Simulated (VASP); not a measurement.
# W (Im-3m) in VASP: a series of runs

The runs below take W through single point, with PBE.

All numbers are computed with VASP 6.6.1; they aren't measurements. Logs are shortened: lines on timing, memory, paths and dates and some standing lists are left out, and cuts for length are marked.

**1. The cell of the first run**

Symmetry: Im-3m, No. 229, cubic system. The conventional cell has a = 3.215 Å, b = 3.215 Å, c = 3.215 Å, α = 90.00°, β = 90.00°, γ = 90.00°. W (site symmetry m-3m) has 14 W at 2.78 to 3.22 Å within 3.7 Å.

**2. Single point, PBE (16.62 Å³/atom)**

Input file INCAR:

```
ALGO     = Normal         # electronic algorithm
EDIFF    = 1E-6           # SCF threshold, eV
ENCUT    = 520            # plane-wave cutoff, eV
GGA      = PE             # functional
ISIF     = 2              # what is computed and relaxed
ISMEAR   = 0              # smearing method
LASPH    = T              # aspherical terms in the spheres
LCHARG   = F              # write CHGCAR
LREAL    = F              # projectors in reciprocal space
LWAVE    = F              # write WAVECAR
NBANDS   = 13             # bands
NELM     = 80             # most SCF steps
PREC     = Accurate       # precision mode
SIGMA    = 0.1            # smearing width, eV
```

Input file KPOINTS:

```
k-points
0
Gamma
  18 18 18
```

Input file POSCAR:

```
W
1.0
   -1.6075388931      1.6075388931      1.6075388931
    1.6075388931     -1.6075388931      1.6075388931
    1.6075388931      1.6075388931     -1.6075388931
W
1
Direct
    0.0000000000      0.0000000000      0.0000000000
```

Potentials or basis: VASP PAW PBE potentials, release 64 (W_sv).

Command:

```
$ cat potpaw_PBE.64/W_sv/POTCAR > POTCAR
$ mpirun -np 1 vasp_std > vasp.out
```

OUTCAR:

```text
EDIFF = 1E-6
   ENCUT = 520
   GGA = PE
   ISIF = 2
   ISMEAR = 0
   LASPH = T
   LREAL = F
   NELM = 80
   PREC = Accurate

 ion  position               nearest neighbor table
   1  0.000  0.000  0.000-

  LATTYP: Found a body centered cubic cell.
 ALAT       =     3.2150777862

  Lattice vectors:

 A1 = (  -1.6075388931,   1.6075388931,   1.6075388931)
 A2 = (   1.6075388931,  -1.6075388931,   1.6075388931)
 A3 = (   1.6075388931,   1.6075388931,  -1.6075388931)

Analysis of symmetry for initial positions (statically):
=====================================================================
 Subroutine PRICEL returns:
 Original cell was already a primitive cell.

 Routine SETGRP: Setting up the symmetry group for a
 body centered cubic supercell.

 Subroutine GETGRP returns: Found 48 space group operations
 (whereof 48 operations were pure point group operations)
 out of a pool of 48 trial point group operations.

The static configuration has the point symmetry O_h .

Analysis of symmetry for dynamics (positions and initial velocities):
=====================================================================
 Subroutine PRICEL returns:
 Original cell was already a primitive cell.

 Routine SETGRP: Setting up the symmetry group for a
 body centered cubic supercell.

 Subroutine GETGRP returns: Found 48 space group operations
 (whereof 48 operations were pure point group operations)
 out of a pool of 48 trial point group operations.

The dynamic configuration has the point symmetry O_h .

 Subroutine INISYM returns: Found 48 space group operations
 (whereof 48 operations are pure point group operations),
 and found     1 'primitive' translations

----------------------------------------------------------------------------------------

                                     Primitive cell

  volume of cell :      16.6167

  direct lattice vectors                    reciprocal lattice vectors
    -1.607538893  1.607538893  1.607538893     0.000000000  0.311034465  0.311034465
     1.607538893 -1.607538893  1.607538893     0.311034465  0.000000000  0.311034465
     1.607538893  1.607538893 -1.607538893     0.311034465  0.311034465  0.000000000

  length of vectors
     2.784339038  2.784339038  2.784339038     0.439869159  0.439869159  0.439869159

  position of ions in fractional coordinates (direct lattice)
     0.000000000  0.000000000  0.000000000

  ion indices of the primitive-cell ions
   primitive index   ion index
                 1           1

[... 83 lines left out ...]
   NUPDOWN=      -1.0000    fix difference up-down
   EMIN   =  10.00;   EMAX   =-10.00  energy-range for DOS
   EFERMI =   0.00;   METHOD = LEGACY
   ISMEAR =     0;   SIGMA  =   0.10  broadening in eV -4-tet -1-fermi 0-gaus
   EFERMI_NEDOS =   21; number of points for ismear=-14 and -15
   IALGO  =     38    algorithm
   IMIX   =      4    mixing-type and parameters
     AMIX     =   0.40;   BMIX     =  1.00
     AMIX_MAG =   1.60;   BMIX_MAG =  1.00
  volume/ion in A,a.u.               =      16.62       112.13
  Fermi-wavevector in a.u.,A,eV,Ry     =   1.546213  2.921919 32.528469  2.390775
  Thomas-Fermi vector in A             =   2.651481
   LORBIT       =      0    0 simple, 1 ext, 2 COOP (PROOUT), +10 PAW based schemes
   GGA     = PE    functional components
   LHFCALC =     F    Hartree Fock is set to
   AEXX    =    0.0000 exact exchange contribution
   IVDW    =     0    specifies the selected vdW correction
   LEPSILON=     F    determine dielectric tensor
   LRPA    =     F    only Hartree local field effects (RPA)
 non-spin polarized calculation
 Gauss-broadening in eV      SIGMA  =   0.10
  energy-cutoff  :      520.00
  volume of cell :       16.62
 maximum number of plane-waves:       468
 NGX is ok and might be reduce to    24
   NGX = 11   NGY = 11   NGZ = 11

 number of electron      14.0000000 magnetization

 Free energy of the ion-electron system (eV)
  ---------------------------------------------------
  ext. energy  EPLUGINS =         0.00000000
  ---------------------------------------------------
  free energy    TOTEN  =       -12.93966998 eV

  energy without entropy =      -12.93586944  energy(sigma->0) =      -12.93776971

 E-fermi :  10.7723     XC(G=0): -13.3749

 val. band max:       10.7683933909   @ k =  -0.2778   0.3333   0.2222
 cond. band min:      10.7870509460   @ k =   0.5000   0.5000   0.2222
 fundamental gap:      0.0186575551
 Fermi energy:        10.7722864971

 k-point     1 :       0.0000    0.0000    0.0000
  band No.  band energies     occupation
      1     -63.4695      2.00000
      2     -27.0961      2.00000
      3     -27.0961      2.00000
      4     -27.0961      2.00000
      5       1.3992      2.00000
      6       9.6227      2.00000
      7       9.6227      2.00000
      8       9.6227      2.00000
      9      12.9251      0.00000
     10      12.9251      0.00000
     11      25.1802      0.00000
     12      25.1802      0.00000
     13      25.1802      0.00000
[... 354 lines left out ...]
  band No.  band energies     occupation
      1     -63.3608      2.00000
      2     -28.1287      2.00000
      3     -27.4861      2.00000
      4     -27.1495      2.00000
      5       5.2059      2.00000
      6       7.5670      2.00000
      7      10.1254      2.00000
      8      12.6855      0.00000
      9      13.9204      0.00000
     10      16.7942      0.00000
     11      21.0341      0.00000
     12      23.0997      0.00000
     13      26.8995      0.00000

 [... further k-points ...]

------------------------ aborting loop because EDIFF is reached ----------------------------------------

  FORCE on cell =-STRESS in cart. coord.  units (eV):
  Direction    XX          YY          ZZ          XY          YZ          ZX
  --------------------------------------------------------------------------------------
  -------------------------------------------------------------------------------------
  Total       -0.8368379     -0.8368379     -0.8368379      0.0000000     -0.0000000      0.0000000
  in kB      -80.6877262    -80.6877262    -80.6877262      0.0000000     -0.0000000      0.0000000
  external PRESSURE =     -80.6877262 kB  Pullay stress =       0.0000000 kB

 VOLUME and BASIS-vectors are now :
 -----------------------------------------------------------------------------
  energy-cutoff  :      520.00
  volume of cell :       16.62
      direct lattice vectors                 reciprocal lattice vectors
    -1.607538893  1.607538893  1.607538893     0.000000000  0.311034465  0.311034465
     1.607538893 -1.607538893  1.607538893     0.311034465  0.000000000  0.311034465
     1.607538893  1.607538893 -1.607538893     0.311034465  0.311034465  0.000000000

 POSITION                                       TOTAL-FORCE (eV/Angst)
 -----------------------------------------------------------------------------------
      0.00000      0.00000      0.00000         0.000000      0.000000     -0.000000
 -----------------------------------------------------------------------------------
    total drift:                                0.000000      0.000000     -0.000000

  FREE ENERGIE OF THE ION-ELECTRON SYSTEM (eV)
  ---------------------------------------------------
  free  energy   TOTEN  =       -12.9396699773 eV

  energy  without entropy=      -12.9358694371  energy(sigma->0) =      -12.93776971
```

stdout:

```text
POSCAR found type information on POSCAR W
 POSCAR found :  1 types and       1 ions
 scaLAPACK will be used
 LDA part: xc-table for (Slater+PW92), standard interpolation
 POSCAR, INCAR and KPOINTS ok, starting setup
 FFT: planning ... GRIDC
 FFT: planning ... GRID_SOFT
 FFT: planning ... GRID
 WAVECAR not read
 entering main loop
```

Wall time 42 s (1 thread of Intel Xeon 8259CL, shared host); peak memory 0.17 GiB.

What came out:

| Property | Result |
| --- | --- |
| Free energy | -12.9397 eV |
| Pressure | -8.1 GPa |
| Band gap on the k mesh | zero (bands 7 and 8 overlap by 5.99 eV) |

Caveat: the cell stands under tension; spin-orbit coupling is left out, which moves the levels of the heavy elements.

**3. Single point, PBE (17.10 Å³/atom)**

This run uses another cell than the first one, of 17.10 Å³/atom.

Input file INCAR:

```
SYSTEM = W
  ALGO = Normal
  EDIFF = 1E-6
  ENCUT = 520
  GGA = PE
  ISIF = 2
  ISMEAR = 0
  LASPH = .True.
  LCHARG = .False.
  LREAL = .False.
  LWAVE = .False.
  NBANDS = 13
  NELM = 80
  PREC = Accurate
  SIGMA = 0.1
```

Input file KPOINTS:

```
k-points
0
Gamma
  18 18 18
  0 0 0
```

Input file POSCAR:

```
W
1.0
   -1.6229969461      1.6229969461      1.6229969461
    1.6229969461     -1.6229969461      1.6229969461
    1.6229969461      1.6229969461     -1.6229969461
W
1
Direct
    0.0000000000      0.0000000000      0.0000000000
```

Potentials or basis: VASP PAW PBE potentials, release 64 (W_sv).

Command:

```
$ cat potpaw_PBE.64/W_sv/POTCAR > POTCAR
$ mpirun -np 1 vasp_std > vasp.out
```

Wall time 37 s (1 thread of Intel Xeon 8259CL, shared host); peak memory 0.17 GiB.

The run converged. Its results:

```yaml
Free_energy: -12.9044 eV
Pressure: -15.3 GPa
Band_gap_on_the_k_mesh: zero (bands 7 and 8 overlap by 5.75 eV)
```

Levels at points of the mesh, in eV from the Fermi level:
```tsv
k point	band 3	band 4	band 5	band 6	band 7	band 8	band 9	band 10	band 11	band 12
(0.00, 0.00, 0.00)	-37.94	-37.94	-9.21	-1.10	-1.10	-1.10	2.09	2.09	14.34	14.34
(0.50, 0.00, 0.00)	-38.27	-37.95	-5.79	-3.21	0.45	1.94	2.83	5.50	9.91	11.29
(0.50, 0.50, 0.50)	-38.65	-38.65	-5.25	-5.25	4.64	4.64	4.64	7.67	7.67	7.67
```

Caveat: the cell stands under tension; spin-orbit coupling is left out, which moves the levels of the heavy elements.
